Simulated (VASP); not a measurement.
Input of a VASP 6.6.1 run:

INCAR

```
  PREC = Accurate
  ENCUT = 520
  EDIFF = 1E-6
  ISMEAR = 1
  SIGMA = 0.1
  LREAL = False
  LASPH = True
  NELM = 100
  ALGO = Normal
  ISIF = 2
  LWAVE = False
  LCHARG = False
  GGA = PS
  NBANDS = 21
```

The input KPOINTS:

```
regular mesh
0
Gamma
  5 5 5
```

File POSCAR:

```
Sn
1.0
    4.5726370000      0.0000000000      0.0000000000
    2.2863185000      3.9600198043      0.0000000000
    2.2863185000      1.3200066014      3.7335424763
Sn
2
Direct
    0.0000000000      0.0000000000      0.0000000000
    0.2500000000      0.2500000000      0.2500000000
```

Potentials or basis: VASP PAW PBE potentials, release 64 (Sn_d).

Command:

```console
$ cat potpaw_PBE.64/Sn_d/POTCAR > POTCAR
$ mpirun -np 1 vasp_std > vasp.out
```

Question: What does it give for the band gap on the k mesh?

Answer: Zero (band 14 reaches 5.70 eV, above the bottom of band 15 at 5.63 eV).

Question: Predict the pressure.

Answer: 1.7 GPa.

Caveat: the PAW data sets were made with another functional, which shifts forces and pressure a little; spin-orbit coupling is left out, which moves the levels of the heavy elements.
